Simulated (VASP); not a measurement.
Set up this calculation in VASP 6.6.1, as the native input.

* Task: single point
* Functional: PBEsol
* Potentials or basis: VASP PAW PBE potentials, release 64 (K_sv)
* Cutoff: 520 eV
* k mesh: 10 × 10 × 10
* Occupations: fermi-dirac, width 0.08 eV
* Spin: no spin polarisation
* Dipole correction: no
* Further INCAR settings: ALGO = Normal; EDIFF = 1e-06; NBANDS = 10

The structure of K lies in POSCAR:

```
K
1.0
   -2.6524513192      2.6524513192      2.6524513192
    2.6524513192     -2.6524513192      2.6524513192
    2.6524513192      2.6524513192     -2.6524513192
K
1
Direct
    0.0000000000      0.0000000000      0.0000000000
```

The input as run:

INCAR

```
ALGO = Normal ; EDIFF = 1E-6
ENCUT = 520 ; GGA = PS
ISIF = 2 ; ISMEAR = -1
LASPH = True ; LCHARG = False
LREAL = False ; LWAVE = False
NBANDS = 10 ; NELM = 60
PREC = Accurate ; SIGMA = 0.08
```

KPOINTS

```
k-points
0
Gamma
  10 10 10
```

Potentials or basis: VASP PAW PBE potentials, release 64 (K_sv).

Launch:

```bash
$ cat potpaw_PBE.64/K_sv/POTCAR > POTCAR
$ mpirun -np 1 vasp_std > vasp.out
```

It gave:

* Pressure: -0.2 GPa
* Band gap on the k mesh: zero (an odd number of electrons rules out a gap without spin polarisation)

Caveat: the PAW data sets were made with another functional, which shifts forces and pressure a little.

Run time: 44 s on 1 thread of AMD EPYC 7R13, on a shared host, peak memory 0.18 GiB.
